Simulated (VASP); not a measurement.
ZnAg, 2 atoms in the cell. The typed cell holds 2 atoms: a = 2.855 Å, b = 2.855 Å, c = 4.356 Å, α = 90.02°, β = 90.02°, γ = 60.00°. 

```yaml
Program: VASP 6.6.1
Task: single point
Functional: PBEsol
Potentials_or_basis: VASP PAW PBE potentials, release 64 (Zn, Ag)
Cutoff: 520 eV
k_mesh: 16 × 16 × 10
Occupations: gaussian, width 0.1 eV
Spin: no spin polarisation
Dipole_correction: no
Further_INCAR_settings: ALGO = Fast; EDIFF = 1e-06; NBANDS = 18
```

Potentials or basis: VASP PAW PBE potentials, release 64 (Zn, Ag).

Run with:

```bash
$ cat potpaw_PBE.64/Zn/POTCAR potpaw_PBE.64/Ag/POTCAR > POTCAR
$ mpirun -np 1 vasp_std > vasp.out
```

Hardware: 1 thread of Intel(R) Xeon(R) Platinum 8259CL CPU @ 2.50GHz (Skylake/Cascade Lake), on a shared host.

Task: How long does it take, and how much memory?

Result: Wall time 5 min on 1 thread of Intel(R) Xeon(R) Platinum 8259CL CPU @ 2.50GHz (Skylake/Cascade Lake) (shared host), peak memory 0.48 GiB. Counts: scf iterations 14, k points 690.
